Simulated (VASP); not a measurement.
Crystal: MgO.

```
Mg O
1.0
     0.00000    2.12671    2.12671
     2.12671    0.00000    2.12671
     2.12671    2.12671    0.00000
Mg O
1 1
Direct
  0.00000 0.00000 0.00000
  0.50000 0.50000 0.50000
```

| Item | Value |
| --- | --- |
| Program | VASP 6.6.1 |
| Task | relaxation of cell and atoms |
| Functional | LDA |
| Potentials or basis | VASP PAW LDA potentials, release 64 (Mg_sv, O) |
| Cutoff | 750 eV |
| k mesh | 10 × 10 × 10 |
| Occupations | fermi-dirac, width 0.02 eV |
| Spin | no spin polarisation |

At the start: pressure -10.2 GPa; volume 9.62 Å³/atom.

Task: How do energy, volume and symmetry change on relaxing?

Result: Over 3 steps the energy falls by 20.4 meV/atom and the volume is 9.01 Å³/atom (-6.3 %); space group Fm-3m (No. 225, to 0.1 Å) before and after.

Step by step:
| step | energy change (eV) | largest force (eV/Å) | pressure (GPa) | volume (Å³) |
| --- | --- | --- | --- | --- |
| 1 | 0.0000 | 0.0000 | -10.15 | 19.24 |
| 2 | -0.0349 | 0.0000 | 4.52 | 17.59 |
| 3 | -0.0408 | 0.0000 | 0.03 | 18.02 |

Final structure:
```xyz
2
Lattice="0.0000 2.0808 2.0808 2.0808 0.0000 2.0808 2.0808 2.0808 0.0000" Properties=species:S:1:pos:R:3 pbc="T T T"
Mg    0.0000    0.0000    0.0000
O     2.0808    2.0808    2.0808
```
